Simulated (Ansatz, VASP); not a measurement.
# CsPbCl3: VASP beside Ansatz

```
Cs Pb Cl
1.0
     5.38427    0.00000    0.00000
     0.00000    5.38427    0.00000
     0.00000    0.00000    5.38427
Cs Pb Cl
1 1 3
Direct
  0.00000 0.00000 0.00000
  0.50000 0.50000 0.50000
  0.50000 0.50000 0.00000
  0.00000 0.50000 0.50000
  0.50000 0.00000 0.50000
```

Alike in both runs: task single point; functional PBEsol; k mesh 6 × 6 × 6; occupations gaussian, width 0.02 eV; no spin polarisation.

```csv
,VASP,Ansatz
version,VASP 6.6.1,Ansatz 0.2.0
potentials or method,"VASP PAW PBE potentials, release 64 (Cs_sv, Pb_d, Cl), cutoff 520 eV","scalar-relativistic, plane waves, PAW"
valence electrons in the cell,44,44
```

Ansatz gave:

```
gap on the k mesh at the Fermi level (eV) : 1.16
least direct gap on the mesh (eV)         : 1.16
pressure (GPa)                            : 4.3
```

Which values does VASP return?

gap on the k mesh at the Fermi level (eV): 1.17; least direct gap on the mesh (eV): 1.17; pressure (GPa): 4.3.

VASP's potentials were made for PBE, not for PBEsol.

Neither program's run includes spin-orbit coupling.
